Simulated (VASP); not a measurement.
# SrO (P6_3mc) in VASP: further runs, part 2 of 2

VASP 6.6.1. The steps go on from the part before.

## Step 4: Single point, PBE (atoms displaced along a vibrational mode, the cell strained)

The input, INCAR:

```
SYSTEM = SrO
ALGO = Normal
EDIFF = 1E-6
ENCUT = 520
GGA = PE
ISIF = 2
ISMEAR = 0
LASPH = .True.
LCHARG = .False.
LREAL = .False.
LWAVE = .False.
NBANDS = 24
NELM = 100
PREC = Accurate
SIGMA = 0.05
```

The input, KPOINTS:

```
k-points
0
Gamma
  9 9 4
  0 0 0
```

The input, POSCAR:

```
SrO
1.0
    3.6366829075      0.0000000000      0.0000000000
   -1.8183414538      3.1494597834      0.0000000000
    0.0000000000      0.0000000000      6.3468734168
Sr O
2 2
Direct
    0.3333333333      0.6666666667      0.2534631737
    0.6666666667      0.3333333333      0.7534631737
    0.0000000000      0.0000000000     -0.0189663906
    0.0000000000      0.0000000000      0.4810336094
```

Potentials or basis: VASP PAW PBE potentials, release 64 (Sr_sv, O).

On the command line:

```sh
$ cat potpaw_PBE.64/Sr_sv/POTCAR potpaw_PBE.64/O/POTCAR > POTCAR
$ mpirun -np 1 vasp_std > vasp.out
```

OUTCAR:

```text
SYSTEM = SrO
   EDIFF = 1E-6
   ENCUT = 520
   GGA = PE
   ISIF = 2
   ISMEAR = 0
   LASPH = .True.
   LREAL = .False.
   NELM = 100
   PREC = Accurate

 ion  position               nearest neighbor table
   1  0.333  0.667  0.253-   4 2.55   4 2.55   4 2.55   3 2.72   3 2.72   3 2.72   2 3.81   2 3.81
                             2 3.81   2 3.81   2 3.81   2 3.81
   2  0.667  0.333  0.753-   3 2.55   3 2.55   3 2.55   4 2.72   4 2.72   4 2.72   1 3.81   1 3.81
                             1 3.81   1 3.81   1 3.81   1 3.81
   3  0.000  0.000  0.981-   2 2.55   2 2.55   2 2.55   1 2.72   1 2.72   1 2.72
[... 854 lines left out ...]
  --------------------------------------------------------------------------------------
  -------------------------------------------------------------------------------------
  Total       -1.1539760     -1.1539760     -1.3581344      0.0000000      0.0000000      0.0000000
  in kB      -25.4334943    -25.4334943    -29.9331213      0.0000000      0.0000000      0.0000000
  external PRESSURE =     -26.9333700 kB  Pullay stress =       0.0000000 kB

 VOLUME and BASIS-vectors are now :
 -----------------------------------------------------------------------------
  energy-cutoff  :      520.00
  volume of cell :       72.69
      direct lattice vectors                 reciprocal lattice vectors
     3.636682908  0.000000000  0.000000000     0.274975857  0.158757385  0.000000000
    -1.818341454  3.149459783  0.000000000     0.000000000  0.317514770  0.000000000
     0.000000000  0.000000000  6.346873417     0.000000000  0.000000000  0.157557893

 POSITION                                       TOTAL-FORCE (eV/Angst)
 -----------------------------------------------------------------------------------
     -0.00000      2.09964      1.60870        -0.000000      0.000000     -0.213056
      1.81834      1.04982      4.78214         0.000000      0.000000     -0.213056
      0.00000      0.00000      6.22650        -0.000000     -0.000000      0.213056
      0.00000      0.00000      3.05306         0.000000      0.000000      0.213056
 -----------------------------------------------------------------------------------
    total drift:                                0.000000      0.000000      0.000662

  FREE ENERGIE OF THE ION-ELECTRON SYSTEM (eV)
  ---------------------------------------------------
  free  energy   TOTEN  =       -23.6892746966 eV

  energy  without entropy=      -23.6892746966  energy(sigma->0) =      -23.68927470
```

OSZICAR:

```text
N       E                     dE             d eps       ncg     rms          rms(c)
DAV:   1     0.168282254435E+03    0.16828E+03   -0.16000E+04  1728   0.125E+03
DAV:   2    -0.185196161166E+02   -0.18680E+03   -0.17619E+03  2472   0.279E+02
DAV:   3    -0.281417155035E+02   -0.96221E+01   -0.95578E+01  2592   0.570E+01
DAV:   4    -0.283967228243E+02   -0.25501E+00   -0.25490E+00  2360   0.730E+00
DAV:   5    -0.283984360099E+02   -0.17132E-02   -0.17131E-02  2376   0.743E-01    0.208E+01
DAV:   6    -0.239347914418E+02    0.44636E+01   -0.20558E+01  1904   0.242E+01    0.246E+01
DAV:   7    -0.237609145216E+02    0.17388E+00   -0.16424E+00  2520   0.694E+00    0.159E+01
DAV:   8    -0.236968338281E+02    0.64081E-01   -0.61076E-01  1808   0.519E+00    0.177E+00
DAV:   9    -0.236860015919E+02    0.10832E-01   -0.58282E-02  2664   0.164E+00    0.495E-01
DAV:  10    -0.236885755810E+02   -0.25740E-02   -0.67855E-03  2120   0.455E-01    0.166E-01
DAV:  11    -0.236891813239E+02   -0.60574E-03   -0.17080E-03  2008   0.227E-01    0.433E-02
DAV:  12    -0.236892708868E+02   -0.89563E-04   -0.17312E-04  2344   0.751E-02    0.460E-02
DAV:  13    -0.236892747531E+02   -0.38664E-05   -0.12277E-05  1960   0.252E-02    0.118E-02
DAV:  14    -0.236892746966E+02    0.56527E-07   -0.36226E-06  2088   0.114E-02
   1 F= -.23689275E+02 E0= -.23689275E+02  d E =-.420579E-11
```

stdout:

```text
POSCAR found type information on POSCAR SrO
 POSCAR found :  2 types and       4 ions
 scaLAPACK will be used
 LDA part: xc-table for (Slater+PW92), standard interpolation
 POSCAR, INCAR and KPOINTS ok, starting setup
 FFT: planning ... GRIDC
 FFT: planning ... GRID_SOFT
 FFT: planning ... GRID
 WAVECAR not read
 entering main loop
```

Wall time 23 s (1 thread of Intel Xeon 6975P-C (Granite Rapids), shared host); peak memory 0.21 GiB.

Results:

```
Free energy            : -23.6893 eV
Pressure               : -2.7 GPa
Largest force          : 0.213 eV/Å
Band gap on the k mesh : 2.77 eV
```

Forces on the atoms (eV/Å):
```
Sr   0.000  0.000 -0.213
Sr   0.000  0.000 -0.213
O    0.000  0.000  0.213
O    0.000  0.000  0.213
```

Levels at points of the mesh, in eV from the valence-band top:
| k point | band 14 | band 15 | band 16 | band 17 | band 18 | band 19 |
| --- | --- | --- | --- | --- | --- | --- |
| (0.00, 0.00, 0.00) | -0.66 | -0.66 | 0.00 | 2.77 | 4.94 | 5.28 |
| (0.00, 0.00, 0.50) | -0.80 | -0.80 | -0.80 | 4.40 | 4.40 | 5.85 |

Caveat: the cell differs from its parent crystal (atoms displaced along a vibrational mode, the cell strained); an odd mesh through Γ misses points on the zone boundary, where band edges can lie.

## Step 5: Single point, PBE (atoms displaced along a vibrational mode, the cell strained)

The input, INCAR:

```
PREC     = Accurate       # precision mode
ENCUT    = 520            # plane-wave cutoff, eV
EDIFF    = 1E-6           # SCF threshold, eV
ISMEAR   = 0              # smearing method
SIGMA    = 0.05           # smearing width, eV
LREAL    = F              # projectors in reciprocal space
LASPH    = T              # aspherical terms in the spheres
NELM     = 60             # most SCF steps
ALGO     = Normal         # electronic algorithm
ISIF     = 2              # what is computed and relaxed
LWAVE    = F              # write WAVECAR
LCHARG   = F              # write CHGCAR
GGA      = PE             # functional
NBANDS   = 24             # bands
```

The input, KPOINTS:

```
Automatic mesh
0
Gamma
  9 9 4
```

The input, POSCAR:

```
SrO
1.0
    3.4875241810      0.0000000000      0.0000000000
   -1.7437620905      3.0202845370      0.0000000000
    0.0000000000      0.0000000000      6.0865560946
Sr O
2 2
Direct
    0.3333333333      0.6666666667      0.2543289672
    0.6666666667      0.3333333333      0.7543289672
    0.0000000000      0.0000000000     -0.0237079882
    0.0000000000      0.0000000000      0.4762920118
```

On the command line:

```sh
$ cat potpaw_PBE.64/Sr_sv/POTCAR potpaw_PBE.64/O/POTCAR > POTCAR
$ mpirun -np 1 vasp_std > vasp.out
```

It took 48 s on 1 thread of Intel Xeon 6975P-C (Granite Rapids), shared host; peak memory 0.21 GiB.

It converged, with:

* Free energy: -23.5181 eV
* Pressure: 9.2 GPa
* Largest force: 0.589 eV/Å
* Band gap on the k mesh: 3.39 eV (least direct gap 3.57 eV)

Forces in eV/Å, atoms in the order of the input:
```
Sr   0.000  0.000 -0.589
Sr   0.000  0.000 -0.589
O    0.000  0.000  0.589
O    0.000  0.000  0.589
```

Stress tensor (GPa, compression positive):
```
8.92 0.00 0.00
0.00 8.92 0.00
0.00 0.00 9.70
```

Levels at points of the mesh, in eV from the valence-band top:
| k point | band 13 | band 14 | band 15 | band 16 | band 17 | band 18 | band 19 | band 20 |
| --- | --- | --- | --- | --- | --- | --- | --- | --- |
| (0.00, 0.00, 0.00) | -1.05 | -0.80 | -0.80 | 0.00 | 3.57 | 5.37 | 5.61 | 6.54 |
| (0.00, 0.00, 0.50) | -0.96 | -0.96 | -0.96 | -0.96 | 5.12 | 5.12 | 6.46 | 6.46 |

Caveat: the cell differs from its parent crystal (atoms displaced along a vibrational mode, the cell strained); the cell stands under pressure; an odd mesh through Γ misses points on the zone boundary, where band edges can lie.

## Step 6: Summary

| cell | gap on the mesh (eV) | pressure (GPa) | largest force (eV/Å) |
| --- | --- | --- | --- |
| a = 3.607, b = 3.607, c = 6.294 Å, angles 90.0, 90.0, 120.0°, 4 atoms, atomic positions A | 2.91 | -0.9 | 0.26 |
| a = 3.637, b = 3.637, c = 6.347 Å, angles 90.0, 90.0, 120.0°, 4 atoms, atomic positions B | 2.81 | -2.4 | 0.27 |
| a = 3.637, b = 3.637, c = 6.347 Å, angles 90.0, 90.0, 120.0°, 4 atoms, atomic positions A | 2.77 | -2.7 | 0.21 |
| a = 3.488, b = 3.488, c = 6.087 Å, angles 90.0, 90.0, 120.0°, 4 atoms, atomic positions B | 3.39 | 9.2 | 0.59 |

Alike in all rows: task single point; level PBE; potentials or basis VASP PAW PBE potentials, release 64 (Sr_sv, O); no spin polarisation; k mesh 9 × 9 × 4; cutoff (eV) 520; smearing gaussian 0.05 eV.

Caveats: an odd mesh through Γ misses points on the zone boundary, where band edges can lie; the cell stands under pressure (at least some runs).

Total energies depend on the potentials used, so only differences within one code and one set of settings carry meaning.
